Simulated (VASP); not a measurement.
# BN (P6_3/mmc) in VASP: notebook, part 2 of 2

VASP 6.6.1.

### 3 Single point, r2SCAN (9.03 Å³/atom)

This run uses another cell than the first one, of 9.03 Å³/atom.

Contents of POSCAR:

```
BN
1.0
    2.4991268181      0.0000000000      0.0000000000
   -1.2495634090      2.1643073117      0.0000000000
    0.0000000000      0.0000000000      6.6756486634
B N
2 2
Direct
    0.3333333333      0.6666666667      0.2500000000
    0.6666666667      0.3333333333      0.7500000000
    0.3333333333      0.6666666667      0.7500000000
    0.6666666667      0.3333333333      0.2500000000
```

Contents of INCAR.step1:

```
PREC = Accurate ; ENCUT = 520
ISMEAR = 0 ; SIGMA = 0.02
LREAL = F ; LASPH = T
NELM = 80 ; NBANDS = 16
GGA = PE ; ALGO = Normal
EDIFF = 1E-4 ; LWAVE = T
LCHARG = F
```

Contents of INCAR.step2:

```
PREC = Accurate ; ENCUT = 520
EDIFF = 1E-6 ; ISMEAR = 0
SIGMA = 0.02 ; LREAL = F
LASPH = T ; NELM = 80
ALGO = Normal ; ISIF = 2
LWAVE = F ; LCHARG = F
METAGGA = R2SCAN ; LMIXTAU = T
NBANDS = 16 ; ISTART = 1
```

Contents of KPOINTS:

```
Automatic mesh
0
Gamma
  12 12 4
```

Potentials or basis: VASP PAW PBE potentials, release 64 (B, N).

Launch:

```
$ cat potpaw_PBE.64/B/POTCAR potpaw_PBE.64/N/POTCAR > POTCAR
$ cp INCAR.step1 INCAR
$ mpirun -np 1 vasp_std > vasp.out
$ cp INCAR.step2 INCAR
$ mpirun -np 1 vasp_std > vasp.out
```

OUTCAR:

```text
PREC = Accurate
   ENCUT = 520
   EDIFF = 1E-6
   ISMEAR = 0
   LREAL = F
   LASPH = T
   NELM = 80
   ISIF = 2
   METAGGA = R2SCAN
   ISTART = 1

 ion  position               nearest neighbor table
   1  0.333  0.667  0.250-   4 1.44   4 1.44   4 1.44
   2  0.667  0.333  0.750-   3 1.44   3 1.44   3 1.44
   3  0.333  0.667  0.750-   2 1.44   2 1.44   2 1.44
   4  0.667  0.333  0.250-   1 1.44   1 1.44   1 1.44

  LATTYP: Found a hexagonal cell.
 ALAT       =     2.4991268181
 C/A-ratio  =     2.6711924401

  Lattice vectors:

 A1 = (   2.4991268181,   0.0000000000,   0.0000000000)
 A2 = (  -1.2495634090,   2.1643073117,   0.0000000000)
 A3 = (   0.0000000000,   0.0000000000,   6.6756486634)

Analysis of symmetry for initial positions (statically):
=====================================================================
 Subroutine PRICEL returns:
 Original cell was already a primitive cell.

 Routine SETGRP: Setting up the symmetry group for a
 hexagonal supercell.

 Subroutine GETGRP returns: Found 24 space group operations
 (whereof 12 operations were pure point group operations)
 out of a pool of 24 trial point group operations.

The static configuration has the point symmetry D_3d.
 The point group associated with its full space group is D_6h.

Analysis of symmetry for dynamics (positions and initial velocities):
=====================================================================
 Subroutine PRICEL returns:
 Original cell was already a primitive cell.

 Routine SETGRP: Setting up the symmetry group for a
 hexagonal supercell.

 Subroutine GETGRP returns: Found 24 space group operations
 (whereof 12 operations were pure point group operations)
 out of a pool of 24 trial point group operations.

The dynamic configuration has the point symmetry D_3d.
 The point group associated with its full space group is D_6h.

 Subroutine INISYM returns: Found 24 space group operations
 (whereof 12 operations are pure point group operations),
 and found     1 'primitive' translations

----------------------------------------------------------------------------------------

                                     Primitive cell

  volume of cell :      36.1078

  direct lattice vectors                    reciprocal lattice vectors
     2.499126818  0.000000000  0.000000000     0.400139758  0.231020797  0.000000000
    -1.249563409  2.164307312  0.000000000     0.000000000  0.462041594  0.000000000
     0.000000000  0.000000000  6.675648663     0.000000000  0.000000000  0.149798177

  length of vectors
     2.499126818  2.499126818  6.675648663     0.462041594  0.462041594  0.149798177

  position of ions in fractional coordinates (direct lattice)
     0.333333333  0.666666667  0.250000000
     0.666666667  0.333333333  0.750000000
     0.333333333  0.666666667  0.750000000
     0.666666667  0.333333333  0.250000000

  ion indices of the primitive-cell ions
   primitive index   ion index
                 1           1
                 2           2
                 3           3
                 4           4

[... 25 lines left out ...]

 Following reciprocal coordinates:
            Coordinates               Weight
  0.000000  0.000000  0.000000      1.000000
  0.083333 -0.000000  0.000000      6.000000
  0.166667  0.000000  0.000000      6.000000
  0.250000 -0.000000  0.000000      6.000000
  0.333333 -0.000000  0.000000      6.000000
  0.416667 -0.000000  0.000000      6.000000
[... 16 lines left out ...]
  0.250000 -0.000000  0.250000     12.000000
  0.333333 -0.000000  0.250000     12.000000
 [... further k-points ...]
   k-points           NKPTS =     57   k-points in BZ     NKDIM =     57   number of bands    NBANDS=     16
   number of dos      NEDOS =    301   number of ions     NIONS =      4
   total plane-waves  NPLWV =  20000
   dimension x,y,z NGX =    20 NGY =   20 NGZ =   50
   dimension x,y,z NGXF=    40 NGYF=   40 NGZF=  100
   ions per type =               2   2
   NGX,Y,Z   is equivalent  to a cutoff of  13.30, 13.30, 12.45 a.u.
   NGXF,Y,Z  is equivalent  to a cutoff of  26.61, 26.61, 24.90 a.u.
 SYSTEM =  unknown system
   PREC   = accura    normal or accurate (medium, high low for compatibility)
   ISTART =      1    job   : 0-new  1-cont  2-samecut
   ICHARG =      0    charge: 1-file 2-atom 10-const
   ISPIN  =      1    spin polarized calculation?
   LNONCOLLINEAR =      F non collinear calculations
   LSORBIT =      F    spin-orbit coupling
   LASPH  =      T    aspherical Exc in radial PAW
   ENCUT  =  520.0 eV  38.22 Ry    6.18 a.u.   4.65  4.65 12.41*2*pi/ulx,y,z
   NELM   =     80;   NELMIN=  2; NELMDL=  0     # of ELM steps
   EDIFF  = 0.1E-05   stopping-criterion for ELM
   LREAL  =      F    real-space projection
   EDIFFG = 0.1E-04   stopping-criterion for IOM
   NSW    =      0    number of steps for IOM
   IBRION =     -1    ionic relax: 0-MD 1-quasi-New 2-CG
   NFREE  =      0    steps in history (QN), initial steepest desc. (CG)
   ISIF   =      2    stress and relaxation
   ISYM   =      2    0-nonsym 1-usesym 2-fastsym
   POTIM  = 0.5000    time-step for ionic-motion
   TEBEG  =    0.0;   TEEND  =   0.0 temperature during run
   PSTRESS=    0.0 pullay stress
   NELECT =      16.0000    total number of electrons
   NUPDOWN=      -1.0000    fix difference up-down
   EMIN   =  10.00;   EMAX   =-10.00  energy-range for DOS
   EFERMI =   0.00;   METHOD = LEGACY
   ISMEAR =     0;   SIGMA  =   0.02  broadening in eV -4-tet -1-fermi 0-gaus
   EFERMI_NEDOS =   21; number of points for ismear=-14 and -15
   IALGO  =     38    algorithm
   IMIX   =      4    mixing-type and parameters
     AMIX     =   0.40;   BMIX     =  1.00
     AMIX_MAG =   1.60;   BMIX_MAG =  1.00
  volume/ion in A,a.u.               =       9.03        60.92
  Fermi-wavevector in a.u.,A,eV,Ry     =   1.248096  2.358559 21.194382  1.557743
  Thomas-Fermi vector in A             =   2.382198
   LORBIT       =      0    0 simple, 1 ext, 2 COOP (PROOUT), +10 PAW based schemes
   METAGGA = R2SCAN    functional components
   LHFCALC =     F    Hartree Fock is set to
   AEXX    =    0.0000 exact exchange contribution
   IVDW    =     0    specifies the selected vdW correction
   LEPSILON=     F    determine dielectric tensor
   LRPA    =     F    only Hartree local field effects (RPA)
 non-spin polarized calculation
 Gauss-broadening in eV      SIGMA  =   0.02
  energy-cutoff  :      520.00
  volume of cell :       36.11
 maximum number of plane-waves:       997
 NGX is ok and might be reduce to    20
   NGX =  9   NGY =  9   NGZ = 25

 number of electron      15.9999998 magnetization

 Free energy of the ion-electron system (eV)
  ---------------------------------------------------
  ext. energy  EPLUGINS =         0.00000000
  ---------------------------------------------------
  free energy    TOTEN  =       -38.59312307 eV

  energy without entropy =      -38.59312307  energy(sigma->0) =      -38.59312307

 E-fermi :   2.1731     XC(G=0): -10.7154

 val. band max:        1.9941731913   @ k =   0.3333   0.3333   0.5000
 cond. band min:       6.8858894814   @ k =   0.5000  -0.0000   0.0000
 fundamental gap:      4.8917162901
 Fermi energy:         2.1731040972

 k-point     1 :       0.0000    0.0000    0.0000
  band No.  band energies     occupation
      1     -16.8280      2.00000
      2     -16.5494      2.00000
      3      -4.3850      2.00000
      4      -2.2551      2.00000
      5       0.6485      2.00000
      6       0.6485      2.00000
[... 433 lines left out ...]
      3      -5.1933      2.00000
      4      -5.1371      2.00000
      5      -1.7102      2.00000
      6      -1.6671      2.00000
[... 8 lines left out ...]
     15      19.8532      0.00000
     16      21.8288      0.00000

 [... further k-points ...]

------------------------ aborting loop because EDIFF is reached ----------------------------------------

  FORCE on cell =-STRESS in cart. coord.  units (eV):
  Direction    XX          YY          ZZ          XY          YZ          ZX
  --------------------------------------------------------------------------------------
  -------------------------------------------------------------------------------------
  Total        0.3452413      0.3452413      0.1130355      0.0000000      0.0000000     -0.0000000
  in kB       15.3190763     15.3190763      5.0156234      0.0000000      0.0000000     -0.0000000
  external PRESSURE =      11.8845920 kB  Pullay stress =       0.0000000 kB

 VOLUME and BASIS-vectors are now :
 -----------------------------------------------------------------------------
  energy-cutoff  :      520.00
  volume of cell :       36.11
      direct lattice vectors                 reciprocal lattice vectors
     2.499126818  0.000000000  0.000000000     0.400139758  0.231020797  0.000000000
    -1.249563409  2.164307312  0.000000000     0.000000000  0.462041594  0.000000000
     0.000000000  0.000000000  6.675648663     0.000000000  0.000000000  0.149798177

 POSITION                                       TOTAL-FORCE (eV/Angst)
 -----------------------------------------------------------------------------------
     -0.00000      1.44287      1.66891        -0.000000      0.000000      0.000000
      1.24956      0.72144      5.00674         0.000000     -0.000000      0.000000
     -0.00000      1.44287      5.00674         0.000000     -0.000000      0.000000
      1.24956      0.72144      1.66891        -0.000000      0.000000      0.000000
 -----------------------------------------------------------------------------------
    total drift:                                0.000000     -0.000000      0.000000

  FREE ENERGIE OF THE ION-ELECTRON SYSTEM (eV)
  ---------------------------------------------------
  free  energy   TOTEN  =       -38.5931230671 eV

  energy  without entropy=      -38.5931230671  energy(sigma->0) =      -38.59312307
```

Run time: 66 s. Hardware: 1 thread of AMD EPYC 9R45 (Zen 5), shared host; peak memory 0.13 GiB.

Results:

* Free energy: -38.5931 eV
* Pressure: 1.2 GPa
* Band gap on the k mesh: 4.89 eV (least direct gap 5.34 eV)

Stress tensor (GPa, compression positive):
```
1.53 0.00 0.00
0.00 1.53 0.00
0.00 0.00 0.50
```

Levels at points of the mesh, in eV from the valence-band top:
```
           k point  band 5  band 6  band 7  band 8  band 9  band 10  band 11  band 12
(0.00, 0.00, 0.00)   -1.35   -1.35   -1.31   -1.31    5.60    11.03    12.35    12.35
(0.50, 0.00, 0.00)   -4.30   -4.23   -1.43   -0.45    4.89     6.32    10.26    10.73
(0.00, 0.00, 0.50)   -1.33   -1.33   -1.33   -1.33    8.07     8.07    12.41    12.41
(0.50, 0.00, 0.50)   -4.26   -4.26   -0.92   -0.92    5.36     5.36    10.69    10.69
```

Caveat: the PAW data sets were made with another functional, which shifts forces and pressure a little. A k mesh can miss the band edges.

### 4 Single point, r2SCAN

This run uses another cell than the first one, of 9.31 Å³/atom.

Contents of POSCAR:

```
BN
1.0
    2.5009391346      0.0000000000      0.0000000000
   -1.2504695673      2.1658768239      0.0000000000
    0.0000000000      0.0000000000      6.8721413324
B N
2 2
Direct
    0.3333333333      0.6666666667      0.2500000000
    0.6666666667      0.3333333333      0.7500000000
    0.3333333333      0.6666666667      0.7500000000
    0.6666666667      0.3333333333      0.2500000000
```

Contents of INCAR.step1:

```
SYSTEM = BN
PREC = Accurate ; ENCUT = 520
ISMEAR = 0 ; SIGMA = 0.02
LREAL = .FALSE. ; LASPH = .TRUE.
NELM = 80 ; NBANDS = 16
GGA = PE ; ALGO = Normal
EDIFF = 1E-4 ; LWAVE = .TRUE.
LCHARG = .FALSE.
```

Contents of INCAR.step2:

```
SYSTEM = BN
PREC = Accurate ; ENCUT = 520
EDIFF = 1E-6 ; ISMEAR = 0
SIGMA = 0.02 ; LREAL = .FALSE.
LASPH = .TRUE. ; NELM = 80
ALGO = Normal ; ISIF = 2
LWAVE = .FALSE. ; LCHARG = .FALSE.
METAGGA = R2SCAN ; LMIXTAU = .TRUE.
NBANDS = 16 ; ISTART = 1
```

Contents of KPOINTS:

```
Automatic mesh
0
G
  12 12 4
  0 0 0
```

Launch:

```
$ cat potpaw_PBE.64/B/POTCAR potpaw_PBE.64/N/POTCAR > POTCAR
$ cp INCAR.step1 INCAR
$ mpirun -np 1 vasp_std > vasp.out
$ cp INCAR.step2 INCAR
$ mpirun -np 1 vasp_std > vasp.out
```

It took 64 s on 1 thread of AMD EPYC 9R45 (Zen 5), shared host; peak memory 0.14 GiB.

Results (log left out):

| Quantity | Value |
| --- | --- |
| Free energy | -38.5961 eV |
| Pressure | 0.4 GPa |
| Band gap on the k mesh | 4.93 eV (least direct gap 5.37 eV) |

Stress tensor (GPa, compression positive):
```
 0.69  0.00  0.00
 0.00  0.69  0.00
 0.00  0.00 -0.24
```

Levels at points of the mesh, in eV from the valence-band top:
```csv
k point,band 6,band 7,band 8,band 9,band 10,band 11
"(0.00, 0.00, 0.00)",-1.35,-1.32,-1.32,5.40,10.61,12.34
"(0.50, 0.00, 0.00)",-4.24,-1.35,-0.51,4.93,6.19,10.21
"(0.00, 0.00, 0.50)",-1.34,-1.34,-1.34,7.70,7.70,12.39
"(0.50, 0.00, 0.50)",-4.27,-0.92,-0.92,5.36,5.36,10.65
```

Caveat: the PAW data sets were made with another functional, which shifts forces and pressure a little.

### 5 The runs side by side

```csv
cell,gap on the mesh (eV),pressure (GPa)
"a = 2.497, b = 2.497, c = 6.481 Å, angles 90.0, 90.0, 120.0°, 4 atoms",4.84,2.3
"a = 2.499, b = 2.499, c = 6.676 Å, angles 90.0, 90.0, 120.0°, 4 atoms",4.89,1.2
"a = 2.501, b = 2.501, c = 6.872 Å, angles 90.0, 90.0, 120.0°, 4 atoms",4.93,0.4
```

Alike in all rows: task single point; level r2SCAN; potentials or basis VASP PAW PBE potentials, release 64 (B, N); no spin polarisation; k mesh 12 × 12 × 4; cutoff (eV) 520; smearing gaussian 0.02 eV.

Caveats: the PAW data sets were made with another functional, which shifts forces and pressure a little.

Total energies depend on the potentials used, so only differences within one code and one set of settings carry meaning.
